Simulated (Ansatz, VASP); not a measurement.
**Two plane-wave programs on Sn**

```
Sn
1.0
     0.00000    2.39100    2.39100
     2.39100    0.00000    2.39100
     2.39100    2.39100    0.00000
Sn
1
Direct
  0.00000 0.00000 0.00000
```

Alike in both runs: task single point; functional r2SCAN; k mesh 16 × 16 × 16; occupations gaussian, width 0.05 eV; no spin polarisation.

|  | VASP | Ansatz |
| --- | --- | --- |
| version | VASP 6.6.1 | Ansatz 0.2.0 |
| potentials or method | VASP PAW PBE potentials, release 64 (Sn_d), cutoff 550 eV | scalar-relativistic, plane waves, PAW |
| valence electrons in the cell | 14 | 14 |

|  | VASP | Ansatz | Ansatz less VASP |
| --- | --- | --- | --- |
| gap on the k mesh at the Fermi level (eV) | none | none | - |
| pressure (GPa) | 0.0 | 0.0 | +0.01 |

VASP's potentials were made for PBE, not for r2SCAN. A gap of «none» marks a metal or a gap that the smearing closes. With one functional, cell and mesh, what is left measures potentials, basis and numerics.
